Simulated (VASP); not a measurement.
Runs of VASP 6.6.1 on MoSe2. The structure is that of space group P6_3/mmc (No. 194), or close to it. The cells are those of the table. 

| task | cell | cutoff (eV) | gap on the mesh (eV) | pressure (GPa) | largest force (eV/Å) |
| --- | --- | --- | --- | --- | --- |
| single point | a = 3.296, b = 3.296, c = 13.093 Å, angles 90.0, 90.0, 120.0°, 6 atoms | 500 | 0.91 | -1.2 | 0.04 |
| single point | a = 3.287, b = 3.287, c = 12.910 Å, angles 90.0, 90.0, 120.0°, 6 atoms | 500 | 0.84 | (c) | 0.03 |
| single point | a = 3.251, b = 3.251, c = 12.421 Å, angles 90.0, 90.0, 120.0°, 6 atoms | 500 | 0.62 | 2.7 | 0.04 |
| electric field gradients | a = 3.277, b = 3.277, c = 12.734 Å, angles 90.0, 90.0, 120.0°, 6 atoms | 400 | (b) | 0.0 | 0.04 |
| single point | a = 3.265, b = 3.265, c = 12.572 Å, angles 90.0, 90.0, 120.0°, 6 atoms | 500 | (a) | 1.3 | 0.03 |

Alike in all rows: level PBE+D3(BJ); potentials or basis VASP PAW PBE potentials, release 64 (Mo_sv, Se); no spin polarisation; k mesh 10 × 10 × 4; smearing gaussian 0.05 eV.

Task: Estimate the missing entries.

Result: (a) 0.69; (b) 0.76; (c) -0.6.

A k mesh can miss the band edges, and the runs leave out spin-orbit coupling on Mo, Se.
